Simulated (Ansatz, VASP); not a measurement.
SrScH6 in VASP and in Ansatz

```xyz
8
Lattice="3.6519 0.0000 0.0042 0.0000 3.6258 0.0000 -0.1668 0.0000 5.5742" Properties=species:S:1:pos:R:3 pbc="T T T"
Sr    0.0064    1.8129    5.2917
Sc    1.8274    0.0000    2.5389
H     0.0241    0.0000    3.4714
H     1.8134    0.0000    4.6264
H     1.6832    1.8129    3.5154
H     0.1380    0.0000    1.3038
H     2.0281    1.8129    1.3556
H     0.8584    1.8129    2.9910
```

Change from the starting cell: the structure that the rattled cell fell into.

Alike in both runs: functional PBE; k mesh 10 × 10 × 8; occupations gaussian, width 0.1 eV; no spin polarisation.

Ansatz relaxed the structure, and its values are those at the end. VASP's run is a single point on that final structure, the one shown.

|  | VASP | Ansatz |
| --- | --- | --- |
| version | VASP 6.6.1 | Ansatz 0.2.0 |
| potentials or method | VASP PAW PBE potentials, release 64 (Sr_sv, Sc_sv, H), cutoff 520 eV | scalar-relativistic, plane waves, PAW |
| valence electrons in the cell | 27 | 27 |

Ansatz gave:

```
gap on the k mesh at the Fermi level (eV) : none
pressure (GPa)                            : 0.0
rms of the force components (eV/Å)        : 0.002
```

Which values does VASP return?

gap on the k mesh at the Fermi level (eV): none; pressure (GPa): 0.1; rms of the force components (eV/Å): 0.005.

A gap of «none» marks a metal or a gap that the smearing closes.
